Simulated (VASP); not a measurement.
Set up this calculation in VASP 6.6.1, as the native input.

```yaml
Task: single point
Functional: PBEsol
Potentials_or_basis: VASP PAW PBE potentials, release 64 (Ge_d, N)
Cutoff: 520 eV
k_mesh: 2 × 2 × 2
Occupations: fermi-dirac, width 0.05 eV
Spin: no spin polarisation
Dipole_correction: no
Further_INCAR_settings: LREAL = Auto; ALGO = Normal; EDIFF = 1e-07; NBANDS = 128
```

The structure of Ge16N (a cell with a defect) lies in POSCAR:

```
Ge16N
1.0
    0.0000000000      5.6600000000      5.6600000000
    5.6600000000      0.0000000000      5.6600000000
    5.6600000000      5.6600000000      0.0000000000
Ge N
16 1
Direct
    0.0212632509     -0.0014752650     -0.1045848057
    0.0465459364      0.1929593640      0.0501501767
   -0.1059363958      0.1974734982      0.4280388693
    0.3063869258     -0.1182597173      0.5627473498
    0.0264134276      0.5765371025     -0.2034452297
   -0.0665371025      0.7330212014      0.2712014134
    0.1830742049      0.2950353357      0.6303003534
    0.1134982332      0.7535335689      0.3968197880
    0.4384893993     -0.0773233216      0.1195494700
    0.6279681979      0.2033038869      0.0725971731
    0.6217579505     -0.0518286219      0.4516872792
    0.5466784452      0.1214310954      0.6727915194
    0.3389664311      0.6987897527      0.0293904594
    0.7044699647      0.5190282686      0.1780388693
    0.4603975265      0.5049911661      0.5423409894
    0.6957685512      0.5531713781      0.7524469965
    0.0265812721      0.1897614841      0.5536484099
```

One way to write it, as run:

INCAR

```
SYSTEM = Ge16N
PREC = Accurate
ENCUT = 520
EDIFF = 1E-7
ISMEAR = -1
SIGMA = 0.05
LREAL = Auto
LASPH = .True.
NELM = 60
ALGO = Normal
ISIF = 2
LWAVE = .False.
LCHARG = .True.
GGA = PS
LELF = .True.
LVHAR = .True.
NBANDS = 128
```

KPOINTS

```
regular mesh
0
Gamma
  2 2 2
  0 0 0
```

Potentials or basis: VASP PAW PBE potentials, release 64 (Ge_d, N).

Launch:

```bash
$ cat potpaw_PBE.64/Ge_d/POTCAR potpaw_PBE.64/N/POTCAR > POTCAR
$ mpirun -np 1 vasp_std > vasp.out
```

It gave:

- Pressure: -0.3 GPa
- Largest force: 3.598 eV/Å
- Band gap on the k mesh: zero (an odd number of electrons rules out a gap without spin polarisation)

Caveat: the k points lie up to 0.48 Å⁻¹ apart, too coarse for converged energies and pressures of a metal; the atoms stand as in a frame of molecular dynamics; the PAW data sets were made with another functional, which shifts forces and pressure a little; an odd number of electrons without spin polarisation forces a metal; a magnetic or distorted state may lie lower.

Wall time 26 min on 1 thread of Intel(R) Xeon(R) Platinum 8259CL CPU @ 2.50GHz (Skylake/Cascade Lake), with other jobs on the host, peak memory 0.62 GiB.
